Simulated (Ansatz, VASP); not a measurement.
**SnSe2: VASP beside Ansatz**

INCAR

```
SYSTEM = SnSe2
PREC = Accurate
ENCUT = 500
EDIFF = 1E-6
ISMEAR = 0
SIGMA = 0.03
LREAL = .False.
LASPH = .True.
NELM = 120
ALGO = Normal
ISIF = 2
LWAVE = .False.
LCHARG = .False.
GGA = PE
IVDW = 12
NBANDS = 20
GGA_COMPAT = .False.
```

Contents of KPOINTS:

```
regular mesh
0
Gamma
  12 12 6
  0 0 0
```

File POSCAR:

```
SnSe2
1.0
    3.7382480867      0.0000000000      0.0000000000
   -1.8691240434      3.2374178087      0.0000000000
    0.0000000000      0.0000000000      7.0181869580
Sn Se
1 2
Direct
    0.0000000000      0.0000000000      0.0000000000
    0.3333333333      0.6666666667      0.2651331237
    0.6666666667      0.3333333333      0.7348668763
```

Input for Ansatz:

```yaml
crystal:
  lattice:
    - [3.7382480867, 0.0, 0.0]
    - [-1.8691240434, 3.2374178087, 0.0]
    - [0.0, 0.0, 7.018186958]
  atoms:
    - { symbol: Sn, position: [0.0, 0.0, 0.0] }
    - { symbol: Se, position: [0.3333333333, 0.6666666667, 0.2651331237] }
    - { symbol: Se, position: [0.6666666667, 0.3333333333, 0.7348668763] }
basis:
  ecutwfc: 420
kpoints:
  mp_grid: { grid: [12, 12, 6] }
hamiltonian:
  xc: pbe
  dispersion: d3bj
scf:
  occupations: { method: gaussian, width: 0.03 }
output:
  forces: true
  stress: true
  eigenvalues: true
  write_density: true
  write_potential: true
  elf: true
  volumetric_format: npy
```

Alike in both runs: task single point; functional PBE; dispersion D3(BJ); k mesh 12 × 12 × 6; occupations gaussian, width 0.03 eV; no spin polarisation.

|  | VASP | Ansatz |
| --- | --- | --- |
| version | VASP 6.6.1 | Ansatz 0.2.0 |
| potentials or method | VASP PAW PBE potentials, release 64 (Sn_d, Se), cutoff 500 eV | scalar-relativistic, plane waves, PAW |
| valence electrons in the cell | 26 | 46 |

VASP gave:

| Property | Result |
| --- | --- |
| gap on the k mesh at the Fermi level (eV) | none |
| pressure (GPa) | -4.9 |
| traceless stress, the component that is largest in VASP (GPa) | -8.14 |
| rms of the force components (eV/Å) | 0.744 |

Problem. Estimate Ansatz's values.

Solution. gap on the k mesh at the Fermi level (eV): none; pressure (GPa): -5.0; traceless stress, the component that is largest in VASP (GPa): -8.17; rms of the force components (eV/Å): 0.749.

Atom by atom the forces differ by 0.004 eV/Å (rms over components). A gap of «none» marks a metal or a gap that the smearing closes. VASP's potentials hold 26 valence electrons a cell and Ansatz's 46, so a difference there can come from the potentials and not from the codes.
